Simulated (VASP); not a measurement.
# SrCaI2 (P4/mmm) in VASP: notebook, part 3 of 3

VASP 6.6.1.

### 5 Relaxation of cell and atoms, PBE

This run uses another cell than the first one, of 22.22 Å³/atom, 0.664 times its volume.

Input file INCAR:

```
PREC = Accurate
ENCUT = 600
EDIFF = 1E-6
ISMEAR = 0
SIGMA = 0.1
LREAL = F
LASPH = T
NELM = 100
ALGO = Normal
ISIF = 3
LWAVE = F
LCHARG = F
GGA = PE
IBRION = 2
NSW = 90
EDIFFG = -0.04
```

Input file KPOINTS:

```
Automatic mesh
0
Gamma
  6 6 4
```

Input file POSCAR:

```
SrCaI2
1.0
    3.5990417600      0.0000000000      0.0000000000
    0.0000000000      3.5990417600      0.0000000000
    0.0000000000      0.0000000000      6.8610403700
Sr Ca I
1 1 2
Direct
    0.0000000000      0.0000000000      0.5000000000
    0.0000000000      0.0000000000      0.0000000000
    0.5000000000      0.5000000000      0.2549852700
    0.5000000000      0.5000000000      0.7450147300
```

Potentials or basis: VASP PAW PBE potentials, release 64 (Sr_sv, Ca_sv, I).

Started as:

```console
$ cat potpaw_PBE.64/Sr_sv/POTCAR potpaw_PBE.64/Ca_sv/POTCAR potpaw_PBE.64/I/POTCAR > POTCAR
$ mpirun -np 1 vasp_std > vasp.out
```

OUTCAR:

```text
PREC = Accurate
   ENCUT = 600
   EDIFF = 1E-6
   ISMEAR = 0
   LREAL = F
   LASPH = T
   NELM = 100
   ISIF = 3
   GGA = PE
   IBRION = 2
   NSW = 90
   EDIFFG = -0.04

 ion  position               nearest neighbor table
   1  0.000  0.000  0.500-   3 3.05   4 3.05   3 3.05   4 3.05   3 3.05   4 3.05   3 3.05   4 3.05
                             2 3.43   2 3.43
   2  0.000  0.000  0.000-   3 3.09   4 3.09   3 3.09   4 3.09   3 3.09   4 3.09   3 3.09   4 3.09
                             1 3.43   1 3.43
   3  0.500  0.500  0.255-   1 3.05   1 3.05   1 3.05   1 3.05   2 3.09   2 3.09   2 3.09   2 3.09
                             4 3.36   4 3.50
   4  0.500  0.500  0.745-   1 3.05   1 3.05   1 3.05   1 3.05   2 3.09   2 3.09   2 3.09   2 3.09
                             3 3.36   3 3.50

  LATTYP: Found a simple tetragonal cell.
 ALAT       =     3.5990417600
 C/A-ratio  =     1.9063519758

  Lattice vectors:

 A1 = (   3.5990417600,   0.0000000000,   0.0000000000)
 A2 = (   0.0000000000,   3.5990417600,   0.0000000000)
 A3 = (   0.0000000000,   0.0000000000,   6.8610403700)

Analysis of symmetry for initial positions (statically):
=====================================================================
 Subroutine PRICEL returns:
 Original cell was already a primitive cell.

 Routine SETGRP: Setting up the symmetry group for a
 simple tetragonal supercell.

 Subroutine GETGRP returns: Found 16 space group operations
 (whereof 16 operations were pure point group operations)
 out of a pool of 16 trial point group operations.

The static configuration has the point symmetry D_4h.

Analysis of symmetry for dynamics (positions and initial velocities):
=====================================================================
 Subroutine PRICEL returns:
 Original cell was already a primitive cell.

 Routine SETGRP: Setting up the symmetry group for a
 simple tetragonal supercell.

 Subroutine GETGRP returns: Found 16 space group operations
 (whereof 16 operations were pure point group operations)
 out of a pool of 16 trial point group operations.

The dynamic configuration has the point symmetry D_4h.
[... 95 lines left out ...]
   ISTART =      0    job   : 0-new  1-cont  2-samecut
   ICHARG =      2    charge: 1-file 2-atom 10-const
   ISPIN  =      1    spin polarized calculation?
   LNONCOLLINEAR =      F non collinear calculations
   LSORBIT =      F    spin-orbit coupling
   LASPH  =      T    aspherical Exc in radial PAW
   ENCUT  =  600.0 eV  44.10 Ry    6.64 a.u.   7.19  7.19 13.70*2*pi/ulx,y,z
   NELM   =    100;   NELMIN=  2; NELMDL= -5     # of ELM steps
   EDIFF  = 0.1E-05   stopping-criterion for ELM
   LREAL  =      F    real-space projection
   EDIFFG = -.4E-01   stopping-criterion for IOM
   NSW    =     90    number of steps for IOM
   IBRION =      2    ionic relax: 0-MD 1-quasi-New 2-CG
   NFREE  =      1    steps in history (QN), initial steepest desc. (CG)
   ISIF   =      3    stress and relaxation
   ISYM   =      2    0-nonsym 1-usesym 2-fastsym
   POTIM  = 0.5000    time-step for ionic-motion
   TEBEG  =    0.0;   TEEND  =   0.0 temperature during run
   PSTRESS=    0.0 pullay stress
   NELECT =      34.0000    total number of electrons
   NUPDOWN=      -1.0000    fix difference up-down
   EMIN   =  10.00;   EMAX   =-10.00  energy-range for DOS
   EFERMI =   0.00;   METHOD = LEGACY
   ISMEAR =     0;   SIGMA  =   0.10  broadening in eV -4-tet -1-fermi 0-gaus
   EFERMI_NEDOS =   21; number of points for ismear=-14 and -15
   IALGO  =     38    algorithm
   IMIX   =      4    mixing-type and parameters
     AMIX     =   0.40;   BMIX     =  1.00
     AMIX_MAG =   1.60;   BMIX_MAG =  1.00
  volume/ion in A,a.u.               =      22.22       149.93
  Fermi-wavevector in a.u.,A,eV,Ry     =   1.188447  2.245840 19.216960  1.412407
  Thomas-Fermi vector in A             =   2.324576
   LORBIT       =      0    0 simple, 1 ext, 2 COOP (PROOUT), +10 PAW based schemes
   GGA     = PE    functional components
   LHFCALC =     F    Hartree Fock is set to
   AEXX    =    0.0000 exact exchange contribution
   IVDW    =     0    specifies the selected vdW correction
   LEPSILON=     F    determine dielectric tensor
   LRPA    =     F    only Hartree local field effects (RPA)
 conjugate gradient relaxation of ions
 non-spin polarized calculation
 Gauss-broadening in eV      SIGMA  =   0.10
  energy-cutoff  :      600.00
  volume of cell :       88.87
 maximum number of plane-waves:      3000
 NGX is ok and might be reduce to    30
   NGX = 15   NGY = 15   NGZ = 27

--------------------------------------- Ionic step        1  -------------------------------------------

 number of electron      34.0000002 magnetization

 Free energy of the ion-electron system (eV)
  ---------------------------------------------------
  ext. energy  EPLUGINS =         0.00000000
  ---------------------------------------------------
  free energy    TOTEN  =        -7.55260980 eV

  energy without entropy =       -7.53492620  energy(sigma->0) =       -7.54376800

 E-fermi :   9.9928     XC(G=0): -10.7805

 val. band max:        9.9911673759   @ k =   0.3333   0.0000   0.5000
 cond. band min:      10.0096164173   @ k =   0.5000   0.0000   0.0000
 fundamental gap:      0.0184490414
 Fermi energy:         9.9927726492
[... 1464 lines left out ...]
--------------------------------------- Ionic step        9  -------------------------------------------

 number of electron      34.0000005 magnetization

 Free energy of the ion-electron system (eV)
  ---------------------------------------------------
  ext. energy  EPLUGINS =         0.00000000
  ---------------------------------------------------
  free energy    TOTEN  =       -10.23947910 eV

  energy without entropy =      -10.22262310  energy(sigma->0) =      -10.23105110

 E-fermi :   6.2105     XC(G=0):  -8.8825

 val. band max:        6.1996552747   @ k =   0.5000   0.1667   0.5000
 cond. band min:       6.2116566817   @ k =   0.3333   0.0000   0.0000
 fundamental gap:      0.0120014070
 Fermi energy:         6.2105491762
[... 607 lines left out ...]
  FREE ENERGIE OF THE ION-ELECTRON SYSTEM (eV)
  ---------------------------------------------------
  free  energy   TOTEN  =       -10.2394791004 eV

  energy  without entropy=      -10.2226231012  energy(sigma->0) =      -10.23105110

 reached required accuracy - stopping structural energy minimisation
```

OSZICAR:

```text
N       E                     dE             d eps       ncg     rms          rms(c)
DAV:   1     0.277768994726E+03    0.27777E+03   -0.17668E+04  1260   0.169E+03
DAV:   2     0.141301180658E+02   -0.26364E+03   -0.25702E+03  1447   0.371E+02
DAV:   3    -0.705189589466E+01   -0.21182E+02   -0.20728E+02  2153   0.849E+01
[... 91 lines left out ...]
DAV:   5    -0.102394107629E+02   -0.13004E-03   -0.37090E-04  1689   0.897E-02    0.115E-01
DAV:   6    -0.102394793686E+02   -0.68606E-04   -0.59094E-04  2187   0.946E-02    0.192E-02
DAV:   7    -0.102394806243E+02   -0.12557E-05   -0.19621E-05  1611   0.242E-02    0.121E-02
DAV:   8    -0.102394794962E+02    0.11281E-05   -0.21931E-06  1378   0.919E-03    0.198E-03
DAV:   9    -0.102394791004E+02    0.39587E-06   -0.25349E-07   790   0.317E-03
   9 F= -.10239479E+02 E0= -.10231051E+02  d E =-.100950E-02
```

It took 4.4 min on 1 thread of AMD EPYC 7R13 (Zen 3), shared host; peak memory 0.24 GiB.

Results:

```yaml
Free_energy: -10.2395 eV
Relaxed_volume: 34.07 Å³/atom
Relaxed_cell: a = 4.072 Å, b = 4.072 Å, c = 8.220 Å, α = 90.00°, β = 90.00°, γ = 90.00°
Space_group_after_relaxing_to_0.05_Å: P4/mmm (No. 123)
Energy_gained_by_relaxing: 671.7 meV/atom
Ionic_steps: 9
Pressure_after_relaxing: 0.0 GPa
Largest_force_after_relaxing: 0.007 eV/Å
Band_gap_on_the_k_mesh: zero (band 17 reaches 6.62 eV, above the bottom of band 18 at 5.57 eV)
```

Forces in eV/Å, atoms in the order of the input:
```
Sr   0.000  0.000  0.000
Ca   0.000  0.000  0.000
I    0.000  0.000  0.007
I    0.000  0.000 -0.007
```

Step by step:
| step | energy change (eV) | largest force (eV/Å) | pressure (GPa) | volume (Å³) |
| --- | --- | --- | --- | --- |
| 1 | 0.0000 | 1.0822 | 27.68 | 88.87 |
| 2 | -2.6309 | 0.1009 | -1.21 | 147.92 |
| 3 | -2.6761 | 0.0248 | 0.41 | 132.88 |
| 4 | -2.6796 | 0.0111 | -0.12 | 136.51 |
| 5 | -2.6798 | 0.0000 | 0.02 | 135.42 |
| 6 | -2.6822 | 0.0015 | 0.04 | 135.33 |
| 7 | -2.6858 | 0.0040 | 0.16 | 135.06 |
| 8 | -2.6859 | 0.0041 | 0.20 | 135.01 |
| 9 | -2.6869 | 0.0069 | 0.04 | 136.29 |

Final structure:
```xyz
4
Lattice="4.0721 0.0000 0.0000 0.0000 4.0721 0.0000 0.0000 0.0000 8.2195" Properties=species:S:1:pos:R:3 pbc="T T T"
Sr    0.0000    0.0000    4.1098
Ca    0.0000    0.0000    0.0000
I     2.0360    2.0360    2.0430
I     2.0360    2.0360    6.1765
```

Caveat: the volume moved by over 15 % at a fixed basis, so the end points are rough; spin-orbit coupling is left out, which moves the levels of the heavy elements.

### 6 The runs side by side

| task | cell | k mesh | cutoff (eV) | gap on the mesh (eV) | pressure (GPa) | relaxed volume (Å³/atom) | largest force (eV/Å) |
| --- | --- | --- | --- | --- | --- | --- | --- |
| relaxation of cell and atoms | relaxed from a = 4.067, b = 4.067, c = 8.092 Å, 4 atoms | 12 × 12 × 6 | 600 | none | 0.0 | 34.15 | - |
| single point | a = 3.599, b = 3.599, c = 6.861 Å, 4 atoms | 6 × 6 × 4 | 520 | none | 27.7 | - | 1.08 |
| single point | a = 4.067, b = 4.067, c = 8.092 Å, 4 atoms | 6 × 6 × 4 | 520 | none | 0.3 | - | - |
| relaxation of cell and atoms | relaxed from a = 3.599, b = 3.599, c = 6.861 Å, 4 atoms | 6 × 6 × 4 | 600 | none | 0.0 | 34.07 | 0.01 |

Alike in all rows: level PBE; potentials or basis VASP PAW PBE potentials, release 64 (Sr_sv, Ca_sv, I); no spin polarisation; smearing gaussian 0.1 eV.

Caveats: spin-orbit coupling is left out, which moves the levels of the heavy elements; forces of over 1 eV/Å act on the atoms, so gaps and moduli don't describe the material at rest (some runs); the volume moved by over 15 % at a fixed basis, so the end points are rough (some runs).

Total energies depend on the potentials used, so only differences within one code and one set of settings carry meaning.
